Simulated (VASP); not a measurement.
Input of a VASP 6.6.1 run:

File POSCAR:

```
NaPF6
1.0
    5.4286240000      0.7041420000     -0.3214140000
   -0.0463050000      4.6784440000      0.6164460000
   -0.4438250000      0.3332490000      5.0559010000
Na F P
1 6 1
Direct
    0.3017450000      0.2001310000      0.0716220000
    0.6506180000      0.6685000000      0.2845850000
    0.1189730000      0.7201550000      0.6461980000
    0.7867220000      0.3843440000      0.0789830000
    0.4642580000      0.7652410000      0.5804700000
    0.8134870000      0.5162710000      0.6793820000
    0.8883990000      0.9711170000      0.3127240000
    0.7844920000      0.9985820000      0.7942150000
```

Contents of INCAR.step1:

```
SYSTEM = NaPF6
PREC     = Accurate       ! precision mode
ENCUT    = 520            ! plane-wave cutoff, eV
ISMEAR   = -1             ! smearing method
SIGMA    = 0.0293         ! smearing width, eV
LREAL    = .False.        ! projectors in reciprocal space
LASPH    = .True.         ! aspherical terms in the spheres
NELM     = 100            ! most SCF steps
NBANDS   = 37             ! bands
GGA      = PE             ! functional
ALGO     = Normal         ! electronic algorithm
EDIFF    = 1E-4           ! SCF threshold, eV
LWAVE    = .True.         ! write WAVECAR
LCHARG   = .False.        ! write CHGCAR
```

File INCAR.step2:

```
SYSTEM = NaPF6
PREC     = Accurate       ! precision mode
ENCUT    = 520            ! plane-wave cutoff, eV
EDIFF    = 1E-7           ! SCF threshold, eV
ISMEAR   = -1             ! smearing method
SIGMA    = 0.0293         ! smearing width, eV
LREAL    = .False.        ! projectors in reciprocal space
LASPH    = .True.         ! aspherical terms in the spheres
NELM     = 100            ! most SCF steps
ALGO     = Normal         ! electronic algorithm
ISIF     = 2              ! what is computed and relaxed
LWAVE    = .False.        ! write WAVECAR
LCHARG   = .False.        ! write CHGCAR
METAGGA  = R2SCAN         ! meta-GGA
LMIXTAU  = .True.       
NBANDS   = 37             ! bands
ISTART   = 1
```

KPOINTS

```
Automatic mesh
0
Gamma
  4 4 4
  0 0.5 0.5
```

Potentials or basis: VASP PAW PBE potentials, release 64 (Na_pv, F, P).

Run with:

```sh
$ cat potpaw_PBE.64/Na_pv/POTCAR potpaw_PBE.64/F/POTCAR potpaw_PBE.64/P/POTCAR > POTCAR
$ cp INCAR.step1 INCAR
$ mpirun -np 1 vasp_std > vasp.out
$ cp INCAR.step2 INCAR
$ mpirun -np 1 vasp_std > vasp.out
```

**Question.** Estimate the largest force.

**Answer.** 3.118 eV/Å.

**Question.** Estimate the pressure.

**Answer.** -0.7 GPa.

Forces in eV/Å, atoms in the order of the input:
```
Na  -0.010  0.209  0.466
F   -1.654 -0.756 -1.786
F    0.513  0.838  2.324
F   -0.173 -0.571 -0.269
F   -0.307  2.421  0.637
F    0.871 -2.970  0.371
F    0.284  1.685 -0.702
P    0.477 -0.857 -1.042
```

Caveat: the PAW data sets were made with another functional, which shifts forces and pressure a little.
